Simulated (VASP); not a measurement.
Here is a VASP 6.6.1 calculation.

File INCAR:

```
PREC = Accurate
ENCUT = 520
EDIFF = 1E-7
ISMEAR = -1
SIGMA = 0.1
LREAL = False
LASPH = True
NELM = 60
ALGO = Normal
ISIF = 2
LWAVE = False
LCHARG = False
GGA = B5
ALDAX = 1.0
AGGAX = 1.0
AGGAC = 1.0
ALDAC = 0.0
NBANDS = 14
```

KPOINTS

```
regular mesh
0
Gamma
  11 11 11
```

The input POSCAR:

```
Re
1.0
    0.0000000000      2.7838672290      2.7838672290
    2.7838672290      0.0000000000      2.7838672290
    2.7838672290      2.7838672290      0.0000000000
Re
2
Direct
    0.1250000000      0.1250000000      0.1250000000
    0.8750000000      0.8750000000      0.8750000000
```

Potentials or basis: VASP PAW PBE potentials, release 64 (Re).

The run is started by

```sh
$ cat potpaw_PBE.64/Re/POTCAR > POTCAR
$ mpirun -np 1 vasp_std > vasp.out
```

Question: What does it give for the band gap on the k mesh?

Answer: Zero (band 7 reaches 5.04 eV, above the bottom of band 8 at 3.89 eV).

Question: What does it give for the pressure?

Answer: 15.2 GPa.

Caveat: the PAW data sets were made with another functional, which shifts forces and pressure a little; spin-orbit coupling is left out, which moves the levels of the heavy elements.
